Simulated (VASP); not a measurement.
# RbY2 (P6/mmm) in VASP: a series of runs, part 2 of 2

VASP 6.6.1. The steps go on from the part before.

**4. Relaxation of cell and atoms, PBE**

File INCAR:

```
SYSTEM = RbY2
PREC = Accurate ; ENCUT = 600
EDIFF = 1E-6 ; ISMEAR = 0
SIGMA = 0.1 ; LREAL = .FALSE.
LASPH = .TRUE. ; NELM = 100
ALGO = Fast ; ISIF = 3
LWAVE = .FALSE. ; LCHARG = .FALSE.
GGA = PE ; IBRION = 2
NSW = 90 ; EDIFFG = -0.04
```

File KPOINTS:

```
Automatic mesh
0
G
  6 6 6
  0 0 0
```

File POSCAR:

```
RbY2
1.0
    5.2361639796      0.0000000000      0.0000000000
   -2.6180819899      4.5346510248      0.0000000000
    0.0000000000      0.0000000000      3.6829302904
Rb Y
1 2
Direct
    0.0000000000      0.0000000000      0.0000000000
    0.3333333333      0.6666666667      0.5000000000
    0.6666666667      0.3333333333      0.5000000000
```

Potentials or basis: VASP PAW PBE potentials, release 64 (Rb_sv, Y_sv).

Launch:

```
cat potpaw_PBE.64/Rb_sv/POTCAR potpaw_PBE.64/Y_sv/POTCAR > POTCAR
mpirun -np 1 vasp_std > vasp.out
```

OUTCAR:

```text
SYSTEM = RbY2
   PREC = Accurate
   ENCUT = 600
   EDIFF = 1E-6
   ISMEAR = 0
   LREAL = .FALSE.
   LASPH = .TRUE.
   NELM = 100
   ISIF = 3
   GGA = PE
   IBRION = 2
   NSW = 90
   EDIFFG = -0.04

 ion  position               nearest neighbor table
   1  0.000  0.000  0.000-   2 3.54   3 3.54   2 3.54   3 3.54   3 3.54   3 3.54   2 3.54   2 3.54
                             3 3.54   3 3.54   2 3.54   2 3.54
   2  0.333  0.667  0.500-   3 3.02   3 3.02   3 3.02   1 3.54   1 3.54   1 3.54   1 3.54   1 3.54
                             1 3.54
   3  0.667  0.333  0.500-   2 3.02   2 3.02   2 3.02   1 3.54   1 3.54   1 3.54   1 3.54   1 3.54
                             1 3.54

  LATTYP: Found a hexagonal cell.
 ALAT       =     5.2361639796
 C/A-ratio  =     0.7033642003

  Lattice vectors:

 A1 = (   5.2361639796,   0.0000000000,   0.0000000000)
 A2 = (  -2.6180819899,   4.5346510248,   0.0000000000)
 A3 = (   0.0000000000,   0.0000000000,   3.6829302904)

Analysis of symmetry for initial positions (statically):
=====================================================================
 Subroutine PRICEL returns:
[... 757 lines left out ...]
  -------------------------------------------------------------------------------------
  Total        1.8489434      1.8489434     -1.4394764     -0.0000000     -0.0000000      0.0000000
  in kB       25.0249530     25.0249530    -19.4829273     -0.0000000     -0.0000000      0.0000000
  external PRESSURE =      10.1889929 kB  Pullay stress =       0.0000000 kB
[... 24 lines left out ...]
--------------------------------------- Ionic step        3  -------------------------------------------

 number of electron      31.0000001 magnetization

------------------------ aborting loop EDIFF was not reached (unconverged)  ----------------------------

  FORCE on cell =-STRESS in cart. coord.  units (eV):
  Direction    XX          YY          ZZ          XY          YZ          ZX
  --------------------------------------------------------------------------------------
  -------------------------------------------------------------------------------------
  Total        0.7268748      0.7268748     -2.1817755     -0.0000000     -0.0000000      0.0000000
  in kB        9.2367002      9.2367002    -27.7247267     -0.0000000     -0.0000000      0.0000000
  external PRESSURE =      -3.0837754 kB  Pullay stress =       0.0000000 kB
[... 209 lines left out ...]
--------------------------------------- Ionic step        9  -------------------------------------------

 number of electron      31.0000005 magnetization

 Free energy of the ion-electron system (eV)
  ---------------------------------------------------
  ext. energy  EPLUGINS =         0.00000000
  ---------------------------------------------------
  free energy    TOTEN  =       -11.64780834 eV

  energy without entropy =      -11.60604774  energy(sigma->0) =      -11.62692804

 E-fermi :   2.0036     XC(G=0):  -8.3112

 val. band max:        1.9927417651   @ k =   0.3333   0.0000   0.0000
 cond. band min:       2.0192049854   @ k =   0.1667   0.0000   0.0000
 fundamental gap:      0.0264632203
 Fermi energy:         2.0035915921

 k-point     1 :       0.0000    0.0000    0.0000
  band No.  band energies     occupation
      1     -41.5080      2.00000
      2     -41.4886      2.00000
      3     -25.8334      2.00000
      4     -21.5272      2.00000
      5     -21.5272      2.00000
      6     -21.3929      2.00000
[... 549 lines left out ...]
  FREE ENERGIE OF THE ION-ELECTRON SYSTEM (eV)
  ---------------------------------------------------
  free  energy   TOTEN  =       -11.6478083419 eV

  energy  without entropy=      -11.6060477376  energy(sigma->0) =      -11.62692804

 reached required accuracy - stopping structural energy minimisation
```

OSZICAR:

```text
N       E                     dE             d eps       ncg     rms          rms(c)
DAV:   1     0.179188676294E+03    0.17919E+03   -0.16966E+04  1064   0.172E+03
DAV:   2     0.516359844224E+01   -0.17403E+03   -0.17033E+03  1236   0.348E+02
DAV:   3    -0.936580107242E+01   -0.14529E+02   -0.13619E+02  2037   0.641E+01
DAV:   4    -0.101004088283E+02   -0.73461E+00   -0.70161E+00  1460   0.123E+01
[... 434 lines left out ...]
RMM:  18    -0.116478044668E+02   -0.11562E-05   -0.13355E-05   449   0.907E-03    0.134E-02
RMM:  19    -0.116478057853E+02   -0.13185E-05   -0.14018E-05   427   0.858E-03    0.161E-02
RMM:  20    -0.116478066877E+02   -0.90239E-06   -0.10044E-05   403   0.804E-03    0.167E-02
RMM:  21    -0.116478076350E+02   -0.94737E-06   -0.10557E-05   395   0.765E-03    0.176E-02
RMM:  22    -0.116478083419E+02   -0.70685E-06   -0.79282E-06   385   0.728E-03
   9 F= -.11647808E+02 E0= -.11626928E+02  d E =-.137500E-02
```

Wall time 16 min (1 thread of AMD EPYC 9R45 (Zen 5), shared host); peak memory 0.25 GiB.

What came out:

```
Free energy                           : -11.6478 eV
Relaxed volume                        : 41.25 Å³/atom
Relaxed cell                          : a = 6.442 Å, b = 6.442 Å, c = 3.444 Å, α = 90.00°, β = 90.00°, γ = 120.00°
Space group after relaxing (to 0.1 Å) : P6/mmm (No. 191)
Energy gained by relaxing             : 566.2 meV/atom
Ionic steps                           : 9
Pressure after relaxing               : 0.0 GPa
Band gap on the k mesh                : zero (an odd number of electrons rules out a gap without spin polarisation)
```

Step by step:
| step | energy change (eV) | largest force (eV/Å) | pressure (GPa) | volume (Å³) |
| --- | --- | --- | --- | --- |
| 1 | 0.0000 | 0.0000 | 12.28 | 87.45 |
| 2 | -1.4456 | 0.0000 | 1.02 | 118.38 |
| 3 | -1.5394 | 0.0000 | -0.31 | 126.08 |
| 4 | -1.5469 | 0.0000 | -0.86 | 129.72 |
| 5 | -1.6413 | 0.0000 | -0.44 | 126.64 |
| 6 | -1.6942 | 0.0000 | 0.08 | 123.36 |
| 7 | -1.6971 | 0.0000 | 0.30 | 122.14 |
| 8 | -1.6973 | 0.0000 | 0.25 | 122.41 |
| 9 | -1.6987 | 0.0000 | 0.03 | 123.76 |

Final structure:
```
CELL_PARAMETERS angstrom
6.44212 0.00000 0.00000
-3.22106 5.57904 0.00000
0.00000 0.00000 3.44351
ATOMIC_POSITIONS crystal
Rb 0.00000 0.00000 0.00000
Y 0.33333 0.66667 0.50000
Y 0.66667 0.33333 0.50000
```

Caveat: the volume moved by over 15 % at a fixed basis, so the end points are rough.

**5. The runs side by side**

| task | cell | cutoff (eV) | gap on the mesh (eV) | pressure (GPa) |
| --- | --- | --- | --- | --- |
| single point | a = 5.236, b = 5.236, c = 3.683 Å, angles 90.0, 90.0, 120.0°, 3 atoms | 520 | none | 12.3 |
| single point | a = 6.423, b = 6.423, c = 3.438 Å, angles 90.0, 90.0, 120.0°, 3 atoms | 520 | none | 0.2 |
| relaxation of cell and atoms | relaxed from a = 5.236, b = 5.236, c = 3.683 Å, angles 90.0, 90.0, 120.0°, 3 atoms | 600 | none | 0.0 |

Alike in all rows: level PBE; potentials or basis VASP PAW PBE potentials, release 64 (Rb_sv, Y_sv); no spin polarisation; k mesh 6 × 6 × 6; smearing gaussian 0.1 eV.

Caveats: the stress differs along the axes, from 3 to 17 GPa (at least some runs); the volume moved by over 15 % at a fixed basis, so the end points are rough (at least some runs).

Total energies depend on the potentials used, so only differences within one code and one set of settings carry meaning.

The gap in the log of VASP goes by the Fermi energy; the results here count the filled bands.